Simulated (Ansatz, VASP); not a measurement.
# Two plane-wave programs on Be

```
Be
1.0
     4.04020    0.00000    0.00000
     0.00000    4.04020    0.00000
     0.00000    0.00000    5.33604
Be
8
Direct
  0.25000 0.25000 0.00000
  0.25000 0.25000 0.50000
  0.25000 0.75000 0.00000
  0.25000 0.75000 0.50000
  0.75000 0.25000 0.00000
  0.75000 0.25000 0.50000
  0.75000 0.75000 0.00000
  0.75000 0.75000 0.50000
```

Alike in both runs: task single point; functional PBE; k mesh 6 × 6 × 4; occupations gaussian, width 0.2 eV; no spin polarisation.

|  | VASP | Ansatz |
| --- | --- | --- |
| version | VASP 6.6.1 | Ansatz 0.2.0 |
| potentials or method | VASP PAW PBE potentials, release 64 (Be), cutoff 520 eV | scalar-relativistic, plane waves, PAW |
| valence electrons in the cell | 16 | 16 |

|  | VASP | Ansatz | Ansatz less VASP |
| --- | --- | --- | --- |
| gap on the k mesh at the Fermi level (eV) | none | none | - |
| pressure (GPa) | -0.1 | -0.1 | -0.08 |
| traceless stress, the component that is largest in VASP (GPa) | -1.31 | -1.23 | +0.080 |

A gap of «none» marks a metal or a gap that the smearing closes. The functional is the same, so the differences come from potentials, cutoffs and numerics.
